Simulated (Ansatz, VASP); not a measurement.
## Ta4C3: VASP beside Ansatz

```
CELL_PARAMETERS angstrom
1.55164 0.89584 10.16451
-1.55164 0.89584 10.16451
0.00000 -1.79168 10.16451
ATOMIC_POSITIONS crystal
Ta 0.37337 0.37337 0.37337
Ta 0.62446 0.62446 0.62446
Ta 0.20962 0.20962 0.20962
Ta 0.79112 0.79112 0.79112
C 0.50259 0.50259 0.50259
C 0.99602 0.99602 0.99602
C 0.08454 0.08454 0.08454
```

Alike in both runs: task single point; functional PBEsol; k mesh 12 × 12 × 12; occupations gaussian, width 0.15 eV; no spin polarisation.

|  | VASP | Ansatz |
| --- | --- | --- |
| version | VASP 6.6.1 | Ansatz 0.2.0 |
| potentials or method | VASP PAW PBE potentials, release 64 (Ta_pv, C), cutoff 520 eV | scalar-relativistic, plane waves, PAW |
| valence electrons in the cell | 56 | 64 |

VASP gave:

* gap on the k mesh at the Fermi level (eV): none
* pressure (GPa): 0.9
* traceless stress, the component that is largest in VASP (GPa): -0.46
* rms of the force components (eV/Å): 0.516

Task: What did Ansatz give for the same quantities?

Result: gap on the k mesh at the Fermi level (eV): none; pressure (GPa): 0.2; traceless stress, the component that is largest in VASP (GPa): -0.46; rms of the force components (eV/Å): 0.515.

VASP's potentials were made for PBE, not for PBEsol. Atom by atom the forces differ by 0.014 eV/Å (rms over components). A gap of «none» marks a metal or a gap that the smearing closes. VASP's potentials hold 56 valence electrons a cell and Ansatz's 64, so a difference there can come from the potentials and not from the codes.

Spin-orbit coupling is off throughout.
